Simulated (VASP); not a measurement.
# TcAu (Pm-3m) in VASP: a series of runs

TcAu is run at these levels: LDA; tasks: single point, relaxation of cell and atoms.

Program: VASP 6.6.1. These are calculated values, not measurements. Logs are shortened: lines on timing, memory, paths and dates and some standing lists are left out, and cuts for length are marked.

## (1) The cell of the first run

It takes space group Pm-3m (No. 221, cubic). Conventional cell: a = 3.119 Å, b = 3.119 Å, c = 3.119 Å, α = 90.00°, β = 90.00°, γ = 90.00°. Within 3.6 Å of Au (site symmetry m-3m) lie 8 Tc at 2.70 Å and 6 Au at 3.12 Å. Tc (site symmetry m-3m) has 8 Au at 2.70 Å and 6 Tc at 3.12 Å within 3.6 Å.

## (2) Single point, LDA

INCAR

```
SYSTEM = TcAu
PREC = Accurate
ENCUT = 520
EDIFF = 1E-6
ISMEAR = 0
SIGMA = 0.05
LREAL = .False.
LASPH = .True.
NELM = 80
ALGO = Normal
ISIF = 2
LWAVE = .False.
LCHARG = .True.
GGA = CA
LELF = .True.
LVHAR = .True.
NBANDS = 19
```

KPOINTS

```
regular mesh
0
Gamma
  8 8 8
  0 0 0
```

POSCAR

```
TcAu
1.0
    3.1190223518      0.0000000000      0.0000000000
    0.0000000000      3.1190223518      0.0000000000
    0.0000000000      0.0000000000      3.1190223518
Au Tc
1 1
Direct
    0.0000000000      0.0000000000      0.0000000000
    0.5000000000      0.5000000000      0.5000000000
```

Potentials or basis: VASP PAW LDA potentials, release 64 (Au, Tc_pv).

Started as:

```bash
$ cat potpaw_LDA.64/Au/POTCAR potpaw_LDA.64/Tc_pv/POTCAR > POTCAR
$ mpirun -np 1 vasp_std > vasp.out
```

OUTCAR:

```text
SYSTEM = TcAu
   PREC = Accurate
   ENCUT = 520
   EDIFF = 1E-6
   ISMEAR = 0
   LREAL = .False.
   LASPH = .True.
   NELM = 80
   ISIF = 2
   GGA = CA

 ion  position               nearest neighbor table
   1  0.000  0.000  0.000-   2 2.70   2 2.70   2 2.70   2 2.70   2 2.70   2 2.70   2 2.70   2 2.70

   2  0.500  0.500  0.500-   1 2.70   1 2.70   1 2.70   1 2.70   1 2.70   1 2.70   1 2.70   1 2.70

  LATTYP: Found a simple cubic cell.
 ALAT       =     3.1190223518

  Lattice vectors:

 A1 = (   3.1190223518,   0.0000000000,   0.0000000000)
 A2 = (   0.0000000000,   3.1190223518,   0.0000000000)
 A3 = (   0.0000000000,   0.0000000000,   3.1190223518)

Analysis of symmetry for initial positions (statically):
=====================================================================
 Subroutine PRICEL returns:
 Original cell was already a primitive cell.

 Routine SETGRP: Setting up the symmetry group for a
 simple cubic supercell.

 Subroutine GETGRP returns: Found 48 space group operations
 (whereof 48 operations were pure point group operations)
 out of a pool of 48 trial point group operations.

The static configuration has the point symmetry O_h .

Analysis of symmetry for dynamics (positions and initial velocities):
=====================================================================
 Subroutine PRICEL returns:
 Original cell was already a primitive cell.

 Routine SETGRP: Setting up the symmetry group for a
 simple cubic supercell.

 Subroutine GETGRP returns: Found 48 space group operations
 (whereof 48 operations were pure point group operations)
 out of a pool of 48 trial point group operations.

The dynamic configuration has the point symmetry O_h .

 Subroutine INISYM returns: Found 48 space group operations
 (whereof 48 operations are pure point group operations),
 and found     1 'primitive' translations

----------------------------------------------------------------------------------------

                                     Primitive cell

  volume of cell :      30.3428

  direct lattice vectors                    reciprocal lattice vectors
     3.119022352  0.000000000  0.000000000     0.320613284  0.000000000  0.000000000
     0.000000000  3.119022352  0.000000000     0.000000000  0.320613284  0.000000000
     0.000000000  0.000000000  3.119022352     0.000000000  0.000000000  0.320613284

  length of vectors
     3.119022352  3.119022352  3.119022352     0.320613284  0.320613284  0.320613284

  position of ions in fractional coordinates (direct lattice)
     0.000000000  0.000000000  0.000000000
     0.500000000  0.500000000  0.500000000

  ion indices of the primitive-cell ions
   primitive index   ion index
                 1           1
                 2           2

----------------------------------------------------------------------------------------

 KPOINTS: regular mesh

Automatic generation of k-mesh.
 Grid dimensions read from file:
 generate k-points for:    8    8    8

 Generating k-lattice:

  Cartesian coordinates                     Fractional coordinates (reciprocal lattice)
     0.040076661  0.000000000  0.000000000     0.125000000  0.000000000  0.000000000
     0.000000000  0.040076661  0.000000000     0.000000000  0.125000000  0.000000000
     0.000000000  0.000000000  0.040076661     0.000000000  0.000000000  0.125000000

  Length of vectors
     0.040076661  0.040076661  0.040076661

  Shift w.r.t. Gamma in fractional coordinates (k-lattice)
     0.000000000  0.000000000  0.000000000

 Subroutine IBZKPT returns following result:
 ===========================================

 Found     35 irreducible k-points:

 Following reciprocal coordinates:
            Coordinates               Weight
  0.000000  0.000000  0.000000      1.000000
  0.125000  0.000000  0.000000      6.000000
  0.250000  0.000000  0.000000      6.000000
  0.375000  0.000000  0.000000      6.000000
  0.500000  0.000000  0.000000      3.000000
  0.125000  0.125000  0.000000     12.000000
[... 16 lines left out ...]
  0.375000  0.375000  0.125000     24.000000
  0.500000  0.375000  0.125000     24.000000
 [... further k-points ...]
   k-points           NKPTS =     35   k-points in BZ     NKDIM =     35   number of bands    NBANDS=     19
   number of dos      NEDOS =    301   number of ions     NIONS =      2
   total plane-waves  NPLWV =  13824
   dimension x,y,z NGX =    24 NGY =   24 NGZ =   24
   dimension x,y,z NGXF=    48 NGYF=   48 NGZF=   48
   ions per type =               1   1
   NGX,Y,Z   is equivalent  to a cutoff of  12.79, 12.79, 12.79 a.u.
   NGXF,Y,Z  is equivalent  to a cutoff of  25.58, 25.58, 25.58 a.u.
 SYSTEM =  TcAu
   PREC   = accura    normal or accurate (medium, high low for compatibility)
   ISTART =      0    job   : 0-new  1-cont  2-samecut
   ICHARG =      2    charge: 1-file 2-atom 10-const
   ISPIN  =      1    spin polarized calculation?
   LNONCOLLINEAR =      F non collinear calculations
   LSORBIT =      F    spin-orbit coupling
   LASPH  =      T    aspherical Exc in radial PAW
   ENCUT  =  520.0 eV  38.22 Ry    6.18 a.u.   5.80  5.80  5.80*2*pi/ulx,y,z
   NELM   =     80;   NELMIN=  2; NELMDL= -5     # of ELM steps
   EDIFF  = 0.1E-05   stopping-criterion for ELM
   LREAL  =      F    real-space projection
   EDIFFG = 0.1E-04   stopping-criterion for IOM
   NSW    =      0    number of steps for IOM
   IBRION =     -1    ionic relax: 0-MD 1-quasi-New 2-CG
   NFREE  =      0    steps in history (QN), initial steepest desc. (CG)
   ISIF   =      2    stress and relaxation
   ISYM   =      2    0-nonsym 1-usesym 2-fastsym
   POTIM  = 0.5000    time-step for ionic-motion
   TEBEG  =    0.0;   TEEND  =   0.0 temperature during run
   PSTRESS=    0.0 pullay stress
   NELECT =      24.0000    total number of electrons
   NUPDOWN=      -1.0000    fix difference up-down
   EMIN   =  10.00;   EMAX   =-10.00  energy-range for DOS
   EFERMI =   0.00;   METHOD = LEGACY
   ISMEAR =     0;   SIGMA  =   0.05  broadening in eV -4-tet -1-fermi 0-gaus
   EFERMI_NEDOS =   21; number of points for ismear=-14 and -15
   IALGO  =     38    algorithm
   IMIX   =      4    mixing-type and parameters
     AMIX     =   0.40;   BMIX     =  1.00
     AMIX_MAG =   1.60;   BMIX_MAG =  1.00
  volume/ion in A,a.u.               =      15.17       102.38
  Fermi-wavevector in a.u.,A,eV,Ry     =   1.514003  2.861051 31.187347  2.292205
  Thomas-Fermi vector in A             =   2.623719
   LORBIT       =      0    0 simple, 1 ext, 2 COOP (PROOUT), +10 PAW based schemes
   GGA     = CA    functional components
   LHFCALC =     F    Hartree Fock is set to
   AEXX    =    0.0000 exact exchange contribution
   IVDW    =     0    specifies the selected vdW correction
   LEPSILON=     F    determine dielectric tensor
   LRPA    =     F    only Hartree local field effects (RPA)
 non-spin polarized calculation
 Gauss-broadening in eV      SIGMA  =   0.05
  energy-cutoff  :      520.00
  volume of cell :       30.34
 maximum number of plane-waves:       840
 NGX is ok and might be reduce to    24
   NGX = 11   NGY = 11   NGZ = 11

 number of electron      23.9999991 magnetization

 Free energy of the ion-electron system (eV)
  ---------------------------------------------------
  ext. energy  EPLUGINS =         0.00000000
  ---------------------------------------------------
  free energy    TOTEN  =       -14.99822070 eV

  energy without entropy =      -14.99644403  energy(sigma->0) =      -14.99733236

 E-fermi :  11.3968     XC(G=0): -13.6870

 val. band max:       11.3963686128   @ k =   0.5000   0.5000   0.1250
 cond. band min:      11.4342124706   @ k =   0.3750   0.1250   0.1250
 fundamental gap:      0.0378438578
 Fermi energy:        11.3967867015

 k-point     1 :       0.0000    0.0000    0.0000
  band No.  band energies     occupation
      1     -27.1045      2.00000
      2     -27.1045      2.00000
      3     -27.1045      2.00000
      4       2.0979      2.00000
      5       4.4071      2.00000
      6       4.4071      2.00000
[... 11 lines left out ...]
     18      26.7741      0.00000
     19      27.8607      0.00000

 k-point     2 :       0.1250    0.0000    0.0000
  band No.  band energies     occupation
      1     -27.1347      2.00000
      2     -27.1030      2.00000
      3     -27.1030      2.00000
      4       2.4212      2.00000
      5       4.5370      2.00000
      6       4.6296      2.00000
[... 11 lines left out ...]
     18      27.6374      0.00000
     19      27.8388      0.00000

 k-point     3 :       0.2500    0.0000    0.0000
  band No.  band energies     occupation
      1     -27.2068      2.00000
      2     -27.0994      2.00000
      3     -27.0994      2.00000
      4       3.3060      2.00000
      5       4.8960      2.00000
      6       5.2279      2.00000
[... 11 lines left out ...]
     18      27.3198      0.00000
     19      27.8353      0.00000

 k-point     4 :       0.3750    0.0000    0.0000
  band No.  band energies     occupation
      1     -27.2782      2.00000
      2     -27.0957      2.00000
      3     -27.0957      2.00000
      4       4.3862      2.00000
      5       5.3599      2.00000
      6       6.0758      2.00000
[... 11 lines left out ...]
     18      26.2942      0.00000
     19      27.8957      0.00000

 k-point     5 :       0.5000    0.0000    0.0000
  band No.  band energies     occupation
      1     -27.3075      2.00000
      2     -27.0942      2.00000
      3     -27.0942      2.00000
      4       4.8817      2.00000
      5       5.6095      2.00000
      6       6.7253      2.00000
[... 11 lines left out ...]
     18      27.8104      0.00000
     19      27.8151      0.00000
[... 334 lines left out ...]
      2     -27.1853      2.00000
      3     -27.1140      2.00000
      4       4.7349      2.00000
      5       5.3110      2.00000
      6       6.0257      2.00000
[... 11 lines left out ...]
     18      24.2364      0.00000
     19      26.1762      0.00000

 k-point    22 :       0.5000    0.2500    0.1250
  band No.  band energies     occupation
      1     -27.2873      2.00000
      2     -27.1824      2.00000
      3     -27.1116      2.00000
      4       4.9219      2.00000
      5       5.1042      2.00000
      6       6.0246      2.00000
[... 11 lines left out ...]
     18      24.4080      0.00000
     19      25.7385      0.00000

 k-point    23 :       0.3750    0.3750    0.1250
  band No.  band energies     occupation
      1     -27.2523      2.00000
      2     -27.2478      2.00000
      3     -27.1078      2.00000
      4       4.6401      2.00000
      5       4.8888      2.00000
      6       5.7591      2.00000
[... 11 lines left out ...]
     18      23.8438      0.00000
     19      25.1745      0.00000

 k-point    24 :       0.5000    0.3750    0.1250
  band No.  band energies     occupation
      1     -27.2766      2.00000
      2     -27.2460      2.00000
      3     -27.1052      2.00000
      4       4.6211      2.00000
      5       4.6816      2.00000
      6       5.7290      2.00000
[... 11 lines left out ...]
     18      24.1878      0.00000
     19      24.7950      0.00000

 [... further k-points ...]

------------------------ aborting loop because EDIFF is reached ----------------------------------------

  FORCE on cell =-STRESS in cart. coord.  units (eV):
  Direction    XX          YY          ZZ          XY          YZ          ZX
  --------------------------------------------------------------------------------------
  -------------------------------------------------------------------------------------
  Total        0.0512661      0.0512661      0.0512661      0.0000000     -0.0000000     -0.0000000
  in kB        2.7069839      2.7069839      2.7069839      0.0000000     -0.0000000     -0.0000000
  external PRESSURE =       2.7069839 kB  Pullay stress =       0.0000000 kB

 VOLUME and BASIS-vectors are now :
 -----------------------------------------------------------------------------
  energy-cutoff  :      520.00
  volume of cell :       30.34
      direct lattice vectors                 reciprocal lattice vectors
     3.119022352  0.000000000  0.000000000     0.320613284  0.000000000  0.000000000
     0.000000000  3.119022352  0.000000000     0.000000000  0.320613284  0.000000000
     0.000000000  0.000000000  3.119022352     0.000000000  0.000000000  0.320613284

 POSITION                                       TOTAL-FORCE (eV/Angst)
 -----------------------------------------------------------------------------------
      0.00000      0.00000      0.00000         0.000000      0.000000      0.000000
      1.55951      1.55951      1.55951         0.000000      0.000000      0.000000
 -----------------------------------------------------------------------------------
    total drift:                                0.000000      0.000000     -0.000000

  FREE ENERGIE OF THE ION-ELECTRON SYSTEM (eV)
  ---------------------------------------------------
  free  energy   TOTEN  =       -14.9982206981 eV

  energy  without entropy=      -14.9964440289  energy(sigma->0) =      -14.99733236
```

It took 5.6 s on 1 thread of Intel Xeon 6975P-C (Granite Rapids), shared host; peak memory 0.14 GiB.

Results:

```
Free energy            : -14.9982 eV
Pressure               : 0.3 GPa
Band gap on the k mesh : zero (band 12 reaches 13.06 eV, above the bottom of band 13 at 10.16 eV)
```

Levels at points of the mesh, in eV from the Fermi level:
| k point | band 8 | band 9 | band 10 | band 11 | band 12 | band 13 | band 14 | band 15 | band 16 | band 17 |
| --- | --- | --- | --- | --- | --- | --- | --- | --- | --- | --- |
| (0.00, 0.00, 0.00) | -4.53 | -4.53 | -0.68 | -0.68 | 1.49 | 1.49 | 1.49 | 7.81 | 7.81 | 7.81 |
| (0.50, 0.00, 0.00) | -4.64 | -3.88 | -2.68 | -1.76 | -1.23 | -1.23 | 0.33 | 2.49 | 14.42 | 15.63 |
| (0.50, 0.50, 0.00) | -2.87 | -2.26 | -0.19 | 0.29 | 0.29 | 1.57 | 1.70 | 1.70 | 6.86 | 9.02 |
| (0.50, 0.50, 0.50) | -3.52 | -3.52 | -2.81 | -2.81 | 1.66 | 1.66 | 3.31 | 9.47 | 9.47 | 9.47 |

Caveat: spin-orbit coupling is left out, which moves the levels of the heavy elements.

## (3) Relaxation of cell and atoms, LDA

INCAR

```
PREC = Accurate
ENCUT = 600
EDIFF = 1E-6
ISMEAR = 0
SIGMA = 0.05
LREAL = False
LASPH = True
NELM = 100
ALGO = Normal
ISIF = 3
LWAVE = False
LCHARG = False
IBRION = 2
NSW = 80
EDIFFG = -0.03
```

KPOINTS

```
Automatic mesh
0
Gamma
  7 7 7
```

POSCAR is that of step 2.

Potentials or basis: VASP PAW LDA potentials, release 64 (Au, Tc_pv).

Started as:

```bash
$ cat potpaw_LDA.64/Au/POTCAR potpaw_LDA.64/Tc_pv/POTCAR > POTCAR
$ mpirun -np 1 vasp_std > vasp.out
```

Wall time 10 s (1 thread of Intel Xeon 6975P-C (Granite Rapids), shared host); peak memory 0.15 GiB.

It converged, with:

| Quantity | Value |
| --- | --- |
| Free energy | -14.9906 eV |
| Relaxed volume | 15.19 Å³/atom |
| Relaxed cell | a = 3.120 Å, b = 3.120 Å, c = 3.120 Å, α = 90.00°, β = 90.00°, γ = 90.00° |
| Space group after relaxing (to 0.05 Å) | Pm-3m (No. 221) |
| Energy gained by relaxing | 0.0 meV/atom |
| Ionic steps | 3 |
| Pressure after relaxing | 0.0 GPa |
| Band gap on the k mesh | zero (band 12 reaches 12.84 eV, above the bottom of band 13 at 10.23 eV) |

Final structure:
```
Au Tc
1.0
     3.12038    0.00000    0.00000
     0.00000    3.12038    0.00000
     0.00000    0.00000    3.12038
Au Tc
1 1
Direct
  0.00000 0.00000 0.00000
  0.50000 0.50000 0.50000
```

Levels at points of the mesh, in eV from the Fermi level:
```tsv
k point	band 10	band 11	band 12	band 13	band 14	band 15
(0.00, 0.00, 0.00)	-0.76	-0.76	1.40	1.40	1.40	7.74
```

Caveat: spin-orbit coupling is left out, which moves the levels of the heavy elements.

(Continued in part 2 of 2.)
